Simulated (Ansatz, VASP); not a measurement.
**Two plane-wave programs on AlGa3N4**

INCAR

```
PREC     = Accurate       # precision mode
ENCUT    = 1330           # plane-wave cutoff, eV
EDIFF    = 1E-6           # SCF threshold, eV
ISMEAR   = 0              # smearing method
SIGMA    = 0.05           # smearing width, eV
LREAL    = False          # projectors in reciprocal space
LASPH    = True           # aspherical terms in the spheres
NELM     = 120            # most SCF steps
ALGO     = Normal         # electronic algorithm
ISIF     = 2              # what is computed and relaxed
LWAVE    = False          # write WAVECAR
LCHARG   = False          # write CHGCAR
NBANDS   = 41             # bands
GGA_COMPAT= False
```

File KPOINTS:

```
Automatic mesh
0
Gamma
  6 6 6
```

The input POSCAR:

```
AlGa3N4
1.0
    4.4267521656     -0.0515716627     -0.0515716627
   -0.0515716627      4.4267521656     -0.0515716627
   -0.0515716627     -0.0515716627      4.4267521656
Al Ga N
1 3 4
Direct
    0.0000000000      0.0000000000      0.0000000000
    0.5000000000      0.5000000000      0.0000000000
    0.5000000000      0.0000000000      0.5000000000
    0.0000000000      0.5000000000      0.5000000000
    0.7548078379      0.7548078379      0.2451921621
    0.7548078379      0.2451921621      0.7548078379
    0.2451921621      0.7548078379      0.7548078379
    0.2451921621      0.2451921621      0.2451921621
```

Input for Ansatz:

```yaml
crystal:
  lattice:
    - [4.4267521656, -0.0515716627, -0.0515716627]
    - [-0.0515716627, 4.4267521656, -0.0515716627]
    - [-0.0515716627, -0.0515716627, 4.4267521656]
  atoms:
    - { symbol: Al, position: [0.0, 0.0, 0.0] }
    - { symbol: Ga, position: [0.5, 0.5, 0.0] }
    - { symbol: Ga, position: [0.5, 0.0, 0.5] }
    - { symbol: Ga, position: [0.0, 0.5, 0.5] }
    - { symbol: "N", position: [0.7548078379, 0.7548078379, 0.2451921621] }
    - { symbol: "N", position: [0.7548078379, 0.2451921621, 0.7548078379] }
    - { symbol: "N", position: [0.2451921621, 0.7548078379, 0.7548078379] }
    - { symbol: "N", position: [0.2451921621, 0.2451921621, 0.2451921621] }
basis:
  ecutwfc: 520.0
kpoints:
  mp_grid: { grid: [6, 6, 6] }
hamiltonian:
  xc: lda
  pseudopotentials: { kind: paw, azcp: { folder: soft_1 } }
scf:
  occupations: { method: gaussian, width: 0.05 }
output:
  forces: true
  stress: true
  eigenvalues: true
```

Change from the starting cell: equal engineering shear yz, xz and xy -0.0233, equal normal strain along x, y and z +0.0000.

Alike in both runs: task single point; functional LDA; k mesh 6 × 6 × 6; occupations gaussian, width 0.05 eV; no spin polarisation.

```csv
,VASP,Ansatz
version,VASP 6.6.1,Ansatz 0.2.0
potentials or method,"VASP PAW LDA potentials, release 64 (Al, Ga_d, N_h), cutoff 1330 eV","scalar-relativistic, plane waves, PAW"
valence electrons in the cell,62,62
```

|  | VASP | Ansatz | Ansatz less VASP |
| --- | --- | --- | --- |
| gap on the k mesh at the Fermi level (eV) | 2.46 | 2.45 | -0.009 |
| least direct gap on the mesh (eV) | 2.46 | 2.45 | -0.009 |
| pressure (GPa) | 1.5 | 0.5 | -1.00 |
| traceless stress, the component that is largest in VASP (GPa) | 5.22 | 5.15 | -0.072 |
| rms of the force components (eV/Å) | 0.261 | 0.252 | -0.0093 |

Ansatz warns that its potentials were made for another functional, while VASP's fit it. LDA's correlation is that of Perdew and Zunger in VASP and of Perdew and Wang (1992) in Ansatz. Atom by atom the forces differ by 0.015 eV/Å (rms over components).
